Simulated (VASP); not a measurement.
## AlNi (zincblende type): single point with PBE

Crystal: AlNi (zincblende type).

```
Ni Al
1.0
     0.00000    2.57983    2.57983
     2.57983    0.00000    2.57983
     2.57983    2.57983    0.00000
Ni Al
1 1
Direct
  0.00000 0.00000 0.00000
  0.25000 0.25000 0.25000
```

```
Program                : VASP 6.6.1
Task                   : single point
Functional             : PBE
Potentials or basis    : VASP PAW PBE potentials, release 64 (Ni, Al)
Cutoff                 : 520 eV
k mesh                 : 12 × 12 × 12
Occupations            : fermi-dirac, width 0.05 eV
Spin                   : no spin polarisation
Dipole correction      : no
Further INCAR settings : ALGO = Normal; EDIFF = 1e-07; NBANDS = 14
```

```yaml
Pressure: 9.3 GPa
```

Levels at points of the mesh, in eV from the Fermi level:
| k point | band 4 | band 5 | band 6 | band 7 | band 8 | band 9 |
| --- | --- | --- | --- | --- | --- | --- |
| (0.00, 0.00, 0.00) | -2.15 | -1.49 | -1.49 | 7.43 | 7.43 | 7.43 |
| (0.50, 0.00, 0.00) | -2.04 | -1.36 | -1.36 | -1.04 | 5.18 | 5.18 |
| (0.50, 0.50, 0.00) | -1.49 | -1.49 | -1.23 | -0.62 | 2.01 | 2.01 |

Run time: 18 s on 1 thread of Intel(R) Xeon(R) 6975P-C (Granite Rapids), with other jobs on the host, peak memory 0.17 GiB.

Spin polarisation is off, so any magnetic state and its effect on volume and gap are missing.
